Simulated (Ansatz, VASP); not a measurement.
**One calculation of InP, two programs**

```xyz
2
Lattice="0.0000 2.8358 2.8358 2.8358 0.0000 2.8358 2.8358 2.8358 0.0000" Properties=species:S:1:pos:R:3 pbc="T T T"
In    0.0000    0.0000    0.0000
P     2.8358    2.8358    2.8358
```

Change from the starting cell: volume scaled by 0.98, crystal datasets.

Alike in both runs: task electric field gradients; functional PBE; k mesh 11 × 11 × 11; occupations fermi-dirac, width 0.03 eV; no spin polarisation.

|  | VASP | Ansatz |
| --- | --- | --- |
| version | VASP 6.6.1 | Ansatz 0.2.0 |
| potentials or method | VASP PAW PBE potentials, release 64 (In_d, P), cutoff 520 eV | all-electron PAW with datasets made for the crystal, scalar-relativistic |

|  | VASP | Ansatz | Ansatz less VASP |
| --- | --- | --- | --- |
| pressure (GPa) | -4.4 | -4.4 | +0.03 |

Ansatz ran all-electron here, and VASP with PAW potentials.
